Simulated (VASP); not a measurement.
# Hf7SiO16 (a cell with a defect) in VASP: single point with PBEsol

Aim: the single point of Hf7SiO16 (a cell with a defect) with PBEsol.

Program: VASP 6.6.1. These are calculated values, not measurements. Logs are shortened: lines on timing, memory, paths and dates and some standing lists are left out, and cuts for length are marked.

**1. The cell of the first run**

The cell holds a defect, 24 atoms: a = 6.831 Å, b = 6.831 Å, c = 8.034 Å, α = 115.16°, β = 115.16°, γ = 90.00°.

**2. Single point, PBEsol, collinear spin**

File INCAR:

```
SYSTEM = Hf7SiO16
ALGO = Normal
EDIFF = 1E-7
ENCUT = 520
GGA = PS
ISIF = 2
ISMEAR = 0
ISPIN = 2
LASPH = .True.
LCHARG = .True.
LELF = .True.
LMAXMIX = 4
LORBIT = 11
LREAL = Auto
LVHAR = .True.
LWAVE = .False.
MAGMOM = 0.143 0 0 0 0 0 0 0 0.143 0 0 0.143 0 0 0.143 0 0 0 0.143 0 0.143 0 0 0.143
NBANDS = 107
NELECT = 171.0
NELM = 150
PREC = Accurate
SIGMA = 0.01
```

File KPOINTS:

```
k-points
0
Gamma
  2 2 2
  0 0 0
```

File POSCAR:

```
Hf7SiO16
1.0
   -4.8301248097      4.8301248097      0.0000000000
   -4.8301248097     -4.8301248097      0.0000000000
    4.8301248097      0.0000000000      6.4194328281
Si Hf O
1 7 16
Direct
    0.0014872319      1.0291500759      0.0009612767
    0.2438881736      0.2437876554      0.4857864907
    0.5015191989      0.5006306125      0.0009706678
    0.7590618772      0.7589436771      0.5161461170
    0.6240824429      0.1238841589      0.2461530949
    0.8784249994      0.3800051153      0.7547984136
    0.1245975734      0.6261235698      0.2471481276
    0.3789127398      0.8786940032      0.7557998635
    0.9265774320      0.1120862821      0.2144997303
    0.1792768381      0.3702097563      0.7458480586
    0.4344017252      0.6253254989      0.2560970073
    0.7130509617      0.8985373424      0.7874415953
    0.5015382649      0.1981263129      0.0009752535
    0.7512043931      0.4455181254      0.5003682534
    0.0014782140      0.6902077724      0.0009754303
    0.2518197765      0.9461465660      0.5015788669
    0.5015300577      0.8034978389      0.0009732891
    0.7483509479      0.0513146201      0.4946512315
    0.0014857510      0.2883825213      0.0009659125
    0.2546888844      0.5576562455      0.5073006141
    0.2899588824      0.1120814949      0.2144893477
    0.5686069036      0.3701915996      0.7458248461
    0.8237544965      0.6253321644      0.2561224900
    0.0764453267      0.8985449656      0.7874529227
```

Potentials or basis: VASP PAW PBE potentials, release 64 (Si, Hf_pv, O).

Command:

```bash
$ cat potpaw_PBE.64/Si/POTCAR potpaw_PBE.64/Hf_pv/POTCAR potpaw_PBE.64/O/POTCAR > POTCAR
$ mpirun -np 1 vasp_std > vasp.out
```

OUTCAR:

```text
SYSTEM = Hf7SiO16
   EDIFF = 1E-7
   ENCUT = 520
   GGA = PS
   ISIF = 2
   ISMEAR = 0
   ISPIN = 2
   LASPH = .True.
   LORBIT = 11
   LREAL = Auto
   NELECT = 171.0
   NELM = 150
   PREC = Accurate

 ion  position               nearest neighbor table
   1  0.001  0.029  0.001-  19 1.77  12 1.86   9 1.86  24 1.86  21 1.86  15 2.32   4 3.12   2 3.12

   2  0.244  0.244  0.486-  20 2.08  16 2.09  10 2.13  22 2.13   9 2.14  21 2.14   1 3.12   3 3.31
                             7 3.73   5 3.75   5 3.75   7 3.75   6 3.83   6 3.83   8 3.83   8 3.83
   3  0.502  0.501  0.001-  13 2.07  17 2.07  10 2.11  11 2.11  22 2.11  23 2.11   4 3.31   2 3.31
                             5 3.76   8 3.76   7 3.76   6 3.76   6 3.76   7 3.76   8 3.76   5 3.76
   4  0.759  0.759  0.516-  18 2.08  14 2.09  11 2.13  23 2.13  12 2.14  24 2.14   1 3.12   3 3.31
                             6 3.73   8 3.75   8 3.75   6 3.75   7 3.83   7 3.83   5 3.83   5 3.83
   5  0.624  0.124  0.246-  13 2.07  17 2.07  18 2.09  14 2.10  21 2.18   9 2.18   8 3.15   6 3.27
                             2 3.75   2 3.75   3 3.76   3 3.76   4 3.83   4 3.83
   6  0.878  0.380  0.755-  15 2.03  10 2.09  22 2.09  14 2.10  18 2.15  19 2.16   7 3.16   5 3.27
                             4 3.73   4 3.75   3 3.76   3 3.76   2 3.83   2 3.83
   7  0.125  0.626  0.247-  15 2.03  11 2.09  23 2.09  16 2.10  20 2.15  19 2.16   6 3.16   8 3.27
                             2 3.73   2 3.75   3 3.76   3 3.76   4 3.83   4 3.83
   8  0.379  0.879  0.756-  13 2.07  17 2.07  20 2.09  16 2.10  24 2.18  12 2.18   5 3.15   7 3.27
                             4 3.75   4 3.75   3 3.76   3 3.76   2 3.83   2 3.83
   9  0.927  0.112  0.214-   1 1.86   2 2.14   5 2.18
  10  0.179  0.370  0.746-   6 2.09   3 2.11   2 2.13
  11  0.434  0.625  0.256-   7 2.09   3 2.11   4 2.13
  12  0.713  0.899  0.787-   1 1.86   4 2.14   8 2.18
  13  0.502  0.198  0.001-   3 2.07   5 2.07   8 2.07
  14  0.751  0.446  0.500-   4 2.09   6 2.10   5 2.10
[... 8 lines left out ...]
  23  0.824  0.625  0.256-   7 2.09   3 2.11   4 2.13
  24  0.076  0.899  0.787-   1 1.86   4 2.14   8 2.18

  LATTYP: Found a body centered tetragonal cell.
 ALAT       =     6.8308280138
 C/A-ratio  =     1.8795474912

  Lattice vectors:

 A1 = (   0.0000000000,   4.8301248097,  -6.4194328281)
 A2 = (   0.0000000000,  -4.8301248097,  -6.4194328281)
 A3 = (  -4.8301248097,   0.0000000000,   6.4194328281)

Analysis of symmetry for initial positions (statically):
=====================================================================
 Subroutine PRICEL returns:
 Original cell was already a primitive cell.

 Routine SETGRP: Setting up the symmetry group for a
 body centered tetragonal supercell.

 Subroutine GETGRP returns: Found  1 space group operations
 (whereof  1 operations were pure point group operations)
 out of a pool of 16 trial point group operations.

The static configuration has the point symmetry C_1 .

Analysis of symmetry for dynamics (positions and initial velocities):
=====================================================================
 Subroutine PRICEL returns:
 Original cell was already a primitive cell.

 Routine SETGRP: Setting up the symmetry group for a
 body centered tetragonal supercell.

 Subroutine GETGRP returns: Found  1 space group operations
 (whereof  1 operations were pure point group operations)
 out of a pool of 16 trial point group operations.

The dynamic configuration has the point symmetry C_1 .

Analysis of structural, dynamic, and magnetic symmetry:
=====================================================================
 Subroutine PRICEL returns:
 Original cell was already a primitive cell.

 Routine SETGRP: Setting up the symmetry group for a
 body centered tetragonal supercell.

 Subroutine GETGRP returns: Found  1 space group operations
 (whereof  1 operations were pure point group operations)
 out of a pool of 16 trial point group operations.

The overall configuration has the point symmetry C_1 .

 Subroutine INISYM returns: Found  1 space group operations
 (whereof  1 operations are pure point group operations),
 and found     1 'primitive' translations

----------------------------------------------------------------------------------------

                                     Primitive cell

  volume of cell :     299.5321

  direct lattice vectors                    reciprocal lattice vectors
    -4.830124810  4.830124810  0.000000000    -0.103516994  0.103516994  0.077888501
    -4.830124810 -4.830124810  0.000000000    -0.103516994 -0.103516994  0.077888501
     4.830124810  0.000000000  6.419432828     0.000000000  0.000000000  0.155777002

  length of vectors
     6.830828014  6.830828014  8.033630780     0.165825675  0.165825675  0.155777002

  position of ions in fractional coordinates (direct lattice)
     0.001487232  0.029150076  0.000961277
     0.243888174  0.243787655  0.485786491
     0.501519199  0.500630612  0.000970668
     0.759061877  0.758943677  0.516146117
[... 81 lines left out ...]
  0.500000  0.500000  0.000000      1.000000
  0.500000  0.500000  0.500000      1.000000
  0.000000  0.000000  0.500000      1.000000
   k-points           NKPTS =      8   k-points in BZ     NKDIM =      8   number of bands    NBANDS=    107
   number of dos      NEDOS =    301   number of ions     NIONS =     24
   total plane-waves  NPLWV = 174960
   dimension x,y,z NGX =    54 NGY =   54 NGZ =   60
   dimension x,y,z NGXF=   108 NGYF=  108 NGZF=  120
   ions per type =               1   7  16
   NGX,Y,Z   is equivalent  to a cutoff of  13.14, 13.14, 12.42 a.u.
   NGXF,Y,Z  is equivalent  to a cutoff of  26.28, 26.28, 24.83 a.u.
 SYSTEM =  Hf7SiO16
   PREC   = accura    normal or accurate (medium, high low for compatibility)
   ISTART =      0    job   : 0-new  1-cont  2-samecut
   ICHARG =      2    charge: 1-file 2-atom 10-const
   ISPIN  =      2    spin polarized calculation?
   LNONCOLLINEAR =      F non collinear calculations
   LSORBIT =      F    spin-orbit coupling
   LASPH  =      T    aspherical Exc in radial PAW
   ENCUT  =  520.0 eV  38.22 Ry    6.18 a.u.  12.70 12.70 14.94*2*pi/ulx,y,z
   NELM   =    150;   NELMIN=  2; NELMDL= -5     # of ELM steps
   EDIFF  = 0.1E-06   stopping-criterion for ELM
   LREAL  =      T    real-space projection
   EDIFFG = 0.1E-05   stopping-criterion for IOM
   NSW    =      0    number of steps for IOM
   IBRION =     -1    ionic relax: 0-MD 1-quasi-New 2-CG
   NFREE  =      0    steps in history (QN), initial steepest desc. (CG)
   ISIF   =      2    stress and relaxation
   ISYM   =      2    0-nonsym 1-usesym 2-fastsym
   POTIM  = 0.5000    time-step for ionic-motion
   TEBEG  =    0.0;   TEEND  =   0.0 temperature during run
   PSTRESS=    0.0 pullay stress
   NELECT =     171.0000    total number of electrons
   NUPDOWN=      -1.0000    fix difference up-down
   EMIN   =  10.00;   EMAX   =-10.00  energy-range for DOS
   EFERMI =   0.00;   METHOD = LEGACY
   ISMEAR =     0;   SIGMA  =   0.01  broadening in eV -4-tet -1-fermi 0-gaus
   EFERMI_NEDOS =   21; number of points for ismear=-14 and -15
   IALGO  =     38    algorithm
   IMIX   =      4    mixing-type and parameters
     AMIX     =   0.40;   BMIX     =  1.00
     AMIX_MAG =   1.60;   BMIX_MAG =  1.00
  volume/ion in A,a.u.               =      12.48        84.22
  Fermi-wavevector in a.u.,A,eV,Ry     =   1.358081  2.566401 25.094376  1.844385
  Thomas-Fermi vector in A             =   2.484945
   LORBIT       =     11    0 simple, 1 ext, 2 COOP (PROOUT), +10 PAW based schemes
   GGA     = PS    functional components
   LHFCALC =     F    Hartree Fock is set to
   AEXX    =    0.0000 exact exchange contribution
   IVDW    =     0    specifies the selected vdW correction
   LEPSILON=     F    determine dielectric tensor
   LRPA    =     F    only Hartree local field effects (RPA)
 spin polarized calculation
 Gauss-broadening in eV      SIGMA  =   0.01
  energy-cutoff  :      520.00
  volume of cell :      299.53
 maximum number of plane-waves:      8070
 NGX is ok and might be reduce to    54
   NGX = 25   NGY = 25   NGZ = 29

 number of electron     170.9999999 magnetization       0.2500289

 Free energy of the ion-electron system (eV)
  ---------------------------------------------------
  ext. energy  EPLUGINS =         0.00000000
  ---------------------------------------------------
  free energy    TOTEN  =      -238.30808740 eV

  energy without entropy =     -238.30808739  energy(sigma->0) =     -238.30808739

 E-fermi :   6.0446     XC(G=0): -11.1352

 val. band max:        6.0094050027   @ k =   0.5000   0.0000   0.5000
 cond. band min:       6.0797567157   @ k =   0.5000   0.0000   0.0000
 fundamental gap:      0.0703517130
 Fermi energy:         6.0445810536

 spin component 1

 k-point     1 :       0.0000    0.0000    0.0000
  band No.  band energies     occupation
      1     -27.5031      1.00000
      2     -27.3503      1.00000
      3     -27.2409      1.00000
      4     -27.1789      1.00000
      5     -27.1785      1.00000
      6     -27.1574      1.00000
[... 789 lines left out ...]
     96       7.6623      0.00000
     97       7.6643      0.00000
 Fermi energy:         6.0445810536

 spin component 2

 k-point     1 :       0.0000    0.0000    0.0000
  band No.  band energies     occupation
      1     -27.4904      1.00000
      2     -27.3464      1.00000
      3     -27.2357      1.00000
      4     -27.1712      1.00000
      5     -27.1601      1.00000
      6     -27.1445      1.00000
[... 789 lines left out ...]
     96       7.6816      0.00000
     97       7.6864      0.00000
 [bands above 97 left out]

------------------------ aborting loop because EDIFF is reached ----------------------------------------

  FORCE on cell =-STRESS in cart. coord.  units (eV):
  Direction    XX          YY          ZZ          XY          YZ          ZX
  --------------------------------------------------------------------------------------
  -------------------------------------------------------------------------------------
  Total       -7.4965369     -7.4995041    -16.5632779      6.1100419      0.0035831     -0.0035541
  in kB      -40.0984796    -40.1143507    -88.5958769     32.6822097      0.0191656     -0.0190104
  external PRESSURE =     -56.2695691 kB  Pullay stress =       0.0000000 kB

 VOLUME and BASIS-vectors are now :
 -----------------------------------------------------------------------------
  energy-cutoff  :      520.00
  volume of cell :      299.53
      direct lattice vectors                 reciprocal lattice vectors
    -4.830124810  4.830124810  0.000000000    -0.103516994  0.103516994  0.077888501
    -4.830124810 -4.830124810  0.000000000    -0.103516994 -0.103516994  0.077888501
     4.830124810  0.000000000  6.419432828     0.000000000  0.000000000  0.155777002

 POSITION                                       TOTAL-FORCE (eV/Angst)
 -----------------------------------------------------------------------------------
     -0.14334     -0.13361      0.00617         0.042949      0.042622      0.000743
     -0.00913      0.00049      3.11847         0.005280      0.006329      0.026722
     -4.83582      0.00429      0.00623        -0.001213      0.000788     -0.000750
     -4.83911      0.00057      3.31337         0.000439      0.002819     -0.027457
     -2.42382      2.41602      1.58016         0.000569      0.000565     -0.029281
     -2.43260      2.40743      4.84538        -0.009752     -0.012243     -0.010216
[... 16 lines left out ...]
     -5.76217      0.95840      1.64416         0.019403     -0.023691     -0.007631
     -0.90583     -3.97084      5.05500        -0.036983      0.041492     -0.132161
 -----------------------------------------------------------------------------------
    total drift:                               -0.005128      0.009209      0.008754

  FREE ENERGIE OF THE ION-ELECTRON SYSTEM (eV)
  ---------------------------------------------------
  free  energy   TOTEN  =      -238.3080873967 eV

  energy  without entropy=     -238.3080873908  energy(sigma->0) =     -238.30808739

 total charge

# of ion       s       p       d       tot
------------------------------------------
    1        0.634   0.731   0.000   1.366
    2        0.318   6.628   1.477   8.423
    3        0.327   6.673   1.490   8.490
    4        0.318   6.628   1.477   8.423
    5        0.312   6.642   1.471   8.425
    6        0.324   6.675   1.498   8.497
[... 16 lines left out ...]
   23        1.555   3.516   0.000   5.071
   24        1.549   3.505   0.000   5.054
--------------------------------------------------
tot         27.739 103.546  10.382 141.667

 magnetization (x)

# of ion       s       p       d       tot
------------------------------------------
    1        0.022   0.004   0.000   0.026
    2        0.002   0.001   0.027   0.030
    3       -0.000   0.001  -0.003  -0.002
    4        0.002   0.001   0.027   0.030
    5        0.000   0.001   0.014   0.015
    6        0.000   0.001   0.026   0.028
[... 16 lines left out ...]
   23        0.000   0.001   0.000   0.001
   24        0.000  -0.001   0.000  -0.001
--------------------------------------------------
tot          0.030   0.017   0.131   0.178
```

It took 32 min on 1 thread of Oxide Virtual Turin-like, shared host; peak memory 0.71 GiB.

What came out:

| Property | Result |
| --- | --- |
| Free energy | -238.3081 eV |
| Largest force | 0.198 eV/Å |
| Net moment | 0.25 μB per cell |
| Site moments | Si +0.03; Hf +0.03, -0.00, +0.01 (each value once); O -0.00, +0.00 (each value once) μB |
| Valence electrons inside the program's atomic spheres | Si 1.37; Hf 8.42, 8.49, 8.43, 8.50 (each value once); O 5.05, 5.07, 5.10, 5.08, 5.03, 5.09 (each value once) |

Forces on the atoms (eV/Å):
```
Si   0.043  0.043  0.001
Hf   0.005  0.006  0.027
Hf  -0.001  0.001 -0.001
Hf   0.000  0.003 -0.027
Hf   0.001  0.001 -0.029
Hf  -0.010 -0.012 -0.010
Hf  -0.015 -0.015  0.011
Hf  -0.001 -0.003  0.029
O    0.043 -0.039  0.134
O   -0.026  0.020  0.006
O   -0.027  0.022 -0.008
O    0.041 -0.038 -0.130
O    0.032  0.032 -0.001
O    0.028  0.026  0.010
O    0.114  0.115  0.002
O    0.030  0.029 -0.011
O   -0.033 -0.033  0.001
O   -0.024 -0.025  0.001
O   -0.141 -0.140  0.001
O   -0.024 -0.028 -0.004
O   -0.039  0.044  0.132
O    0.020 -0.026  0.008
O    0.019 -0.024 -0.008
O   -0.037  0.041 -0.132
```

Levels at points of the mesh, in eV from the Fermi level:
Spin up:
| k point | band 84 | band 85 | band 86 | band 87 | band 88 | band 89 |
| --- | --- | --- | --- | --- | --- | --- |
| (0.00, 0.00, 0.00) | -4.17 | -3.69 | -0.46 | 0.11 | 1.05 | 1.05 |
| (0.50, 0.00, 0.00) | -4.33 | -4.09 | -0.04 | 0.43 | 0.59 | 0.62 |
| (0.00, 0.50, 0.50) | -4.18 | -4.13 | 0.30 | 0.33 | 0.43 | 0.69 |
| (0.50, 0.00, 0.50) | -4.33 | -4.09 | -0.04 | 0.43 | 0.59 | 0.62 |
| (0.00, 0.50, 0.00) | -4.18 | -4.13 | 0.30 | 0.33 | 0.43 | 0.69 |
| (0.50, 0.50, 0.00) | -4.36 | -4.25 | -0.22 | 0.37 | 0.38 | 0.62 |
| (0.50, 0.50, 0.50) | -4.36 | -4.25 | -0.22 | 0.37 | 0.38 | 0.62 |
| (0.00, 0.00, 0.50) | -4.19 | -4.00 | 0.08 | 0.29 | 0.69 | 0.79 |
Spin down:
```
           k point  band 82  band 83  band 84  band 85  band 86  band 87  band 88  band 89
(0.00, 0.00, 0.00)    -4.49    -4.25    -4.17    -3.69    -0.40     0.13     1.09     1.12
(0.50, 0.00, 0.00)    -4.49    -4.43    -4.33    -4.09     0.04     0.44     0.60     0.67
(0.00, 0.50, 0.50)    -4.48    -4.40    -4.18    -4.13     0.33     0.38     0.50     0.74
(0.50, 0.00, 0.50)    -4.49    -4.43    -4.33    -4.09     0.04     0.44     0.60     0.67
(0.00, 0.50, 0.00)    -4.48    -4.40    -4.18    -4.13     0.33     0.38     0.50     0.74
(0.50, 0.50, 0.00)    -4.47    -4.43    -4.36    -4.25    -0.18     0.39     0.41     0.66
(0.50, 0.50, 0.50)    -4.47    -4.43    -4.36    -4.25    -0.18     0.39     0.41     0.66
(0.00, 0.00, 0.50)    -4.35    -4.25    -4.19    -4.00     0.13     0.33     0.75     0.82
```

Caveat: the k points lie up to 0.52 Å⁻¹ apart; the cell carries a net charge on a neutralising background, which shifts energy and pressure; the cell is charged against a uniform background, so pressure and absolute levels hang on convention; the PAW data sets were made with another functional, which shifts forces and pressure a little; spin-orbit coupling is left out, which moves the levels of the heavy elements.
